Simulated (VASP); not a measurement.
# PtC (rocksalt type) (Fm-3m) in VASP: a series of runs

PtC (rocksalt type) is run at these levels: PBE; tasks: single point, relaxation of cell and atoms.

Program: VASP 6.6.1. These are calculated values, not measurements. Logs are shortened: lines on timing, memory, paths and dates and some standing lists are left out, and cuts for length are marked.

### 1 The cell of the first run

It takes space group Fm-3m (No. 225, cubic). Conventional cell: a = 4.495 Å, b = 4.495 Å, c = 4.495 Å, α = 90.00°, β = 90.00°, γ = 90.00°. Within 3.0 Å of Pt (site symmetry m-3m) lie 6 C at 2.25 Å. Within 3.0 Å of C (site symmetry m-3m) lie 6 Pt at 2.25 Å.

### 2 Single point, PBE (volume scaled by 1.02)

Contents of INCAR:

```
PREC = Accurate
ENCUT = 520
EDIFF = 1E-7
ISMEAR = -1
SIGMA = 0.03
LREAL = False
LASPH = True
NELM = 60
ALGO = Normal
ISIF = 2
LWAVE = False
LCHARG = False
GGA = PE
NBANDS = 14
```

Contents of KPOINTS:

```
Automatic mesh
0
Gamma
  13 13 13
```

Contents of POSCAR:

```
PtC
1.0
    0.0000000000      2.2476858285      2.2476858285
    2.2476858285      0.0000000000      2.2476858285
    2.2476858285      2.2476858285      0.0000000000
Pt C
1 1
Direct
    0.0000000000      0.0000000000      0.0000000000
    0.5000000000      0.5000000000      0.5000000000
```

Potentials or basis: VASP PAW PBE potentials, release 64 (Pt, C).

Started as:

```
$ cat potpaw_PBE.64/Pt/POTCAR potpaw_PBE.64/C/POTCAR > POTCAR
$ mpirun -np 1 vasp_std > vasp.out
```

OUTCAR:

```text
PREC = Accurate
   ENCUT = 520
   EDIFF = 1E-7
   ISMEAR = -1
   LREAL = False
   LASPH = True
   NELM = 60
   ISIF = 2
   GGA = PE

 ion  position               nearest neighbor table
   1  0.000  0.000  0.000-   2 2.25   2 2.25   2 2.25   2 2.25   2 2.25   2 2.25
   2  0.500  0.500  0.500-   1 2.25   1 2.25   1 2.25   1 2.25   1 2.25   1 2.25

  LATTYP: Found a face centered cubic cell.
 ALAT       =     4.4953716570

  Lattice vectors:

 A1 = (   0.0000000000,   2.2476858285,   2.2476858285)
 A2 = (   2.2476858285,   0.0000000000,   2.2476858285)
 A3 = (   2.2476858285,   2.2476858285,   0.0000000000)

Analysis of symmetry for initial positions (statically):
=====================================================================
 Subroutine PRICEL returns:
 Original cell was already a primitive cell.

 Routine SETGRP: Setting up the symmetry group for a
 face centered cubic supercell.

 Subroutine GETGRP returns: Found 48 space group operations
 (whereof 48 operations were pure point group operations)
 out of a pool of 48 trial point group operations.

The static configuration has the point symmetry O_h .

Analysis of symmetry for dynamics (positions and initial velocities):
=====================================================================
 Subroutine PRICEL returns:
 Original cell was already a primitive cell.

 Routine SETGRP: Setting up the symmetry group for a
 face centered cubic supercell.

 Subroutine GETGRP returns: Found 48 space group operations
 (whereof 48 operations were pure point group operations)
 out of a pool of 48 trial point group operations.

The dynamic configuration has the point symmetry O_h .

 Subroutine INISYM returns: Found 48 space group operations
 (whereof 48 operations are pure point group operations),
 and found     1 'primitive' translations

----------------------------------------------------------------------------------------

                                     Primitive cell

  volume of cell :      22.7110

  direct lattice vectors                    reciprocal lattice vectors
     0.000000000  2.247685828  2.247685828    -0.222451018  0.222451018  0.222451018
     2.247685828  0.000000000  2.247685828     0.222451018 -0.222451018  0.222451018
     2.247685828  2.247685828  0.000000000     0.222451018  0.222451018 -0.222451018

  length of vectors
     3.178707783  3.178707783  3.178707783     0.385296465  0.385296465  0.385296465

  position of ions in fractional coordinates (direct lattice)
     0.000000000  0.000000000  0.000000000
     0.500000000  0.500000000  0.500000000

  ion indices of the primitive-cell ions
   primitive index   ion index
                 1           1
                 2           2

----------------------------------------------------------------------------------------

 KPOINTS: Automatic mesh

Automatic generation of k-mesh.
 Grid dimensions read from file:
 generate k-points for:   13   13   13

 Generating k-lattice:

  Cartesian coordinates                     Fractional coordinates (reciprocal lattice)
    -0.017111617  0.017111617  0.017111617     0.076923077  0.000000000  0.000000000
     0.017111617 -0.017111617  0.017111617     0.000000000  0.076923077  0.000000000
     0.017111617  0.017111617 -0.017111617     0.000000000  0.000000000  0.076923077

  Length of vectors
     0.029638190  0.029638190  0.029638190

  Shift w.r.t. Gamma in fractional coordinates (k-lattice)
     0.000000000  0.000000000  0.000000000

 Subroutine IBZKPT returns following result:
 ===========================================

 Found     84 irreducible k-points:

 Following reciprocal coordinates:
            Coordinates               Weight
  0.000000  0.000000  0.000000      1.000000
  0.076923  0.000000  0.000000      8.000000
  0.153846  0.000000  0.000000      8.000000
  0.230769  0.000000  0.000000      8.000000
  0.307692  0.000000  0.000000      8.000000
  0.384615  0.000000  0.000000      8.000000
[... 16 lines left out ...]
  0.384615  0.153846  0.000000     24.000000
  0.461538  0.153846  0.000000     24.000000
 [... further k-points ...]
   k-points           NKPTS =     84   k-points in BZ     NKDIM =     84   number of bands    NBANDS=     14
   number of dos      NEDOS =    301   number of ions     NIONS =      2
   total plane-waves  NPLWV =  13824
   dimension x,y,z NGX =    24 NGY =   24 NGZ =   24
   dimension x,y,z NGXF=    48 NGYF=   48 NGZF=   48
   ions per type =               1   1
   NGX,Y,Z   is equivalent  to a cutoff of  12.55, 12.55, 12.55 a.u.
   NGXF,Y,Z  is equivalent  to a cutoff of  25.10, 25.10, 25.10 a.u.
 SYSTEM =  unknown system
   PREC   = accura    normal or accurate (medium, high low for compatibility)
   ISTART =      0    job   : 0-new  1-cont  2-samecut
   ICHARG =      2    charge: 1-file 2-atom 10-const
   ISPIN  =      1    spin polarized calculation?
   LNONCOLLINEAR =      F non collinear calculations
   LSORBIT =      F    spin-orbit coupling
   LASPH  =      T    aspherical Exc in radial PAW
   ENCUT  =  520.0 eV  38.22 Ry    6.18 a.u.   5.91  5.91  5.91*2*pi/ulx,y,z
   NELM   =     60;   NELMIN=  2; NELMDL= -5     # of ELM steps
   EDIFF  = 0.1E-06   stopping-criterion for ELM
   LREAL  =      F    real-space projection
   EDIFFG = 0.1E-05   stopping-criterion for IOM
   NSW    =      0    number of steps for IOM
   IBRION =     -1    ionic relax: 0-MD 1-quasi-New 2-CG
   NFREE  =      0    steps in history (QN), initial steepest desc. (CG)
   ISIF   =      2    stress and relaxation
   ISYM   =      2    0-nonsym 1-usesym 2-fastsym
   POTIM  = 0.5000    time-step for ionic-motion
   TEBEG  =    0.0;   TEEND  =   0.0 temperature during run
   PSTRESS=    0.0 pullay stress
   NELECT =      14.0000    total number of electrons
   NUPDOWN=      -1.0000    fix difference up-down
   EMIN   =  10.00;   EMAX   =-10.00  energy-range for DOS
   EFERMI =   0.00;   METHOD = LEGACY
   ISMEAR =    -1;   SIGMA  =   0.03  broadening in eV -4-tet -1-fermi 0-gaus
   EFERMI_NEDOS =   21; number of points for ismear=-14 and -15
   IALGO  =     38    algorithm
   IMIX   =      4    mixing-type and parameters
     AMIX     =   0.40;   BMIX     =  1.00
     AMIX_MAG =   1.60;   BMIX_MAG =  1.00
  volume/ion in A,a.u.               =      11.36        76.63
  Fermi-wavevector in a.u.,A,eV,Ry     =   1.393281  2.632918 26.412046  1.941231
  Thomas-Fermi vector in A             =   2.516942
   LORBIT       =      0    0 simple, 1 ext, 2 COOP (PROOUT), +10 PAW based schemes
   GGA     = PE    functional components
   LHFCALC =     F    Hartree Fock is set to
   AEXX    =    0.0000 exact exchange contribution
   IVDW    =     0    specifies the selected vdW correction
   LEPSILON=     F    determine dielectric tensor
   LRPA    =     F    only Hartree local field effects (RPA)
 non-spin polarized calculation
  energy-cutoff  :      520.00
  volume of cell :       22.71
 maximum number of plane-waves:       623
   NGX = 11   NGY = 11   NGZ = 11

 number of electron      14.0000002 magnetization

 Free energy of the ion-electron system (eV)
  ---------------------------------------------------
  ext. energy  EPLUGINS =         0.00000000
  ---------------------------------------------------
  free energy    TOTEN  =       -12.40074279 eV

  energy without entropy =      -12.39792356  energy(sigma->0) =      -12.39933317

 E-fermi :  10.0431     XC(G=0): -13.0026

 val. band max:       10.0259960018   @ k =   0.3077   0.2308   0.0000
 cond. band min:      10.0491848255   @ k =  -0.3077   0.3077   0.0000
 fundamental gap:      0.0231888238
 Fermi energy:        10.0431378419

 k-point     1 :       0.0000    0.0000    0.0000
  band No.  band energies     occupation
      1      -4.4909      2.00000
      2       5.9045      2.00000
      3       5.9045      2.00000
      4       5.9045      2.00000
      5       6.5567      2.00000
      6       6.5567      2.00000
      7       9.8697      1.99384
      8       9.8697      1.99384
      9       9.8697      1.99384
     10      15.7879      0.00000
     11      22.3458      0.00000
     12      29.8727      0.00000
     13      29.8727      0.00000
     14      29.8727      0.00000

 k-point     2 :       0.0769    0.0000    0.0000
  band No.  band energies     occupation
      1      -4.3605      2.00000
      2       5.7380      2.00000
      3       5.8950      2.00000
      4       5.8950      2.00000
      5       6.3236      2.00000
      6       6.3236      2.00000
      7       9.6737      1.99999
      8      10.3121      0.00026
      9      10.3121      0.00026
     10      16.1310      0.00000
     11      22.4639      0.00000
     12      28.4813      0.00000
     13      29.1921      0.00000
     14      29.1921      0.00000

 k-point     3 :       0.1538    0.0000    0.0000
  band No.  band energies     occupation
      1      -3.9771      2.00000
      2       5.2330      2.00000
      3       5.4291      2.00000
      4       5.4291      2.00000
      5       6.3660      2.00000
      6       6.3660      2.00000
      7       9.2962      2.00000
      8      11.3105      0.00000
      9      11.3105      0.00000
     10      16.9302      0.00000
     11      22.4808      0.00000
     12      26.8939      0.00000
     13      27.5769      0.00000
     14      27.5769      0.00000

 k-point     4 :       0.2308    0.0000    0.0000
  band No.  band energies     occupation
      1      -3.3652      2.00000
      2       4.4221      2.00000
      3       4.7773      2.00000
      4       4.7773      2.00000
      5       6.7107      2.00000
      6       6.7107      2.00000
      7       9.0338      2.00000
      8      12.4906      0.00000
      9      12.4906      0.00000
     10      17.6929      0.00000
     11      21.7443      0.00000
     12      25.6993      0.00000
     13      25.6993      0.00000
     14      26.7622      0.00000

 k-point     5 :       0.3077    0.0000    0.0000
  band No.  band energies     occupation
      1      -2.5680      2.00000
      2       3.4147      2.00000
      3       4.2268      2.00000
      4       4.2268      2.00000
      5       7.1319      2.00000
      6       7.1319      2.00000
      7       8.9800      2.00000
      8      13.6526      0.00000
      9      13.6526      0.00000
     10      17.6692      0.00000
     11      21.2003      0.00000
[... 276 lines left out ...]
 k-point    22 :       0.3077    0.1538    0.0000
  band No.  band energies     occupation
      1      -2.8417      2.00000
      2       3.4201      2.00000
      3       4.6941      2.00000
      4       5.1866      2.00000
      5       6.4496      2.00000
      6       7.3177      2.00000
      7       9.5334      2.00000
      8      11.4400      0.00000
      9      13.2049      0.00000
     10      18.7377      0.00000
     11      21.1464      0.00000
     12      23.2684      0.00000
     13      24.9186      0.00000
     14      27.8304      0.00000

 k-point    23 :       0.3846    0.1538    0.0000
  band No.  band energies     occupation
      1      -2.1410      2.00000
      2       2.8667      2.00000
      3       4.2300      2.00000
      4       4.6396      2.00000
      5       6.8552      2.00000
      6       7.6807      2.00000
      7       9.2495      2.00000
      8      12.3680      0.00000
      9      13.9670      0.00000
     10      18.6853      0.00000
     11      19.8648      0.00000
     12      22.9771      0.00000
     13      23.9813      0.00000
     14      29.0871      0.00000

 k-point    24 :       0.4615    0.1538    0.0000
  band No.  band energies     occupation
      1      -1.4465      2.00000
      2       2.2864      2.00000
      3       3.9493      2.00000
      4       4.2047      2.00000
      5       7.2847      2.00000
      6       7.8724      2.00000
      7       9.1084      2.00000
      8      13.3510      0.00000
      9      14.1199      0.00000
     10      18.0949      0.00000
     11      19.6032      0.00000
     12      22.7550      0.00000
     13      23.2757      0.00000
     14      30.3273      0.00000

 [... further k-points ...]
[... 5 lines left out ...]
  --------------------------------------------------------------------------------------
  -------------------------------------------------------------------------------------
  Total       -0.7062206     -0.7062206     -0.7062206      0.0000000     -0.0000000      0.0000000
  in kB      -49.8211989    -49.8211989    -49.8211989      0.0000000     -0.0000000      0.0000000
  external PRESSURE =     -49.8211989 kB  Pullay stress =       0.0000000 kB

 VOLUME and BASIS-vectors are now :
 -----------------------------------------------------------------------------
  energy-cutoff  :      520.00
  volume of cell :       22.71
      direct lattice vectors                 reciprocal lattice vectors
     0.000000000  2.247685828  2.247685828    -0.222451018  0.222451018  0.222451018
     2.247685828  0.000000000  2.247685828     0.222451018 -0.222451018  0.222451018
     2.247685828  2.247685828  0.000000000     0.222451018  0.222451018 -0.222451018

 POSITION                                       TOTAL-FORCE (eV/Angst)
 -----------------------------------------------------------------------------------
      0.00000      0.00000      0.00000        -0.000000      0.000000      0.000000
      2.24769      2.24769      2.24769         0.000000     -0.000000     -0.000000
 -----------------------------------------------------------------------------------
    total drift:                                0.000000     -0.000000     -0.000000

  FREE ENERGIE OF THE ION-ELECTRON SYSTEM (eV)
  ---------------------------------------------------
  free  energy   TOTEN  =       -12.4007427868 eV

  energy  without entropy=      -12.3979235552  energy(sigma->0) =      -12.39933317
```

It took 13 s on 1 thread of Intel Xeon Platinum 8488C (Sapphire Rapids), shared host; peak memory 0.16 GiB.

What came out:

| Quantity | Value |
| --- | --- |
| Free energy | -12.4007 eV |
| Pressure | -5.0 GPa |
| Band gap on the k mesh | zero (band 7 reaches 10.38 eV, above the bottom of band 8 at 8.70 eV) |

Caveat: the cell differs from its parent crystal (volume scaled by 1.02); spin-orbit coupling is left out, which moves the levels of the heavy elements.

### 3 Relaxation of cell and atoms, PBE

This run uses another cell than the first one, of 11.12 Å³/atom, 0.980 times its volume.

Contents of INCAR:

```
PREC = Accurate
ENCUT = 600
EDIFF = 1E-7
ISMEAR = -1
SIGMA = 0.03
LREAL = F
LASPH = T
NELM = 60
ALGO = Normal
ISIF = 3
LWAVE = F
LCHARG = F
GGA = PE
IBRION = 2
NSW = 100
EDIFFG = -0.005
```

Contents of KPOINTS:

```
regular mesh
0
Gamma
  13 13 13
```

Contents of POSCAR:

```
PtC
1.0
    0.0000000000      2.2322827293      2.2322827293
    2.2322827293      0.0000000000      2.2322827293
    2.2322827293      2.2322827293      0.0000000000
Pt C
1 1
Direct
    0.0000000000      0.0000000000      0.0000000000
    0.5000000000      0.5000000000      0.5000000000
```

Potentials or basis: VASP PAW PBE potentials, release 64 (Pt, C).

Started as:

```
$ cat potpaw_PBE.64/Pt/POTCAR potpaw_PBE.64/C/POTCAR > POTCAR
$ mpirun -np 1 vasp_std > vasp.out
```

Run time: 40 s. Hardware: 1 thread of Intel Xeon Platinum 8488C (Sapphire Rapids), shared host; peak memory 0.18 GiB.

Results (log left out):

| Property | Result |
| --- | --- |
| Free energy | -12.4080 eV |
| Relaxed volume | 11.13 Å³/atom |
| Relaxed cell | a = 3.157 Å, b = 3.157 Å, c = 3.157 Å, α = 60.00°, β = 60.00°, γ = 60.00° |
| Space group after relaxing (to 0.05 Å) | Fm-3m (No. 225) |
| Energy gained by relaxing | 0.0 meV/atom |
| Ionic steps | 3 |
| Pressure after relaxing | 0.0 GPa |
| Band gap on the k mesh | zero (band 7 reaches 10.71 eV, above the bottom of band 8 at 9.01 eV) |

Final structure:
```
Pt C
1.0
     0.00000    2.23256    2.23256
     2.23256    0.00000    2.23256
     2.23256    2.23256    0.00000
Pt C
1 1
Direct
  0.00000 0.00000 0.00000
  0.50000 0.50000 0.50000
```

Levels at points of the mesh, in eV from the Fermi level:
| k point | band 5 | band 6 | band 7 | band 8 | band 9 | band 10 |
| --- | --- | --- | --- | --- | --- | --- |
| (0.00, 0.00, 0.00) | -3.57 | -3.57 | -0.22 | -0.22 | -0.22 | 5.95 |

Caveat: spin-orbit coupling is left out, which moves the levels of the heavy elements.
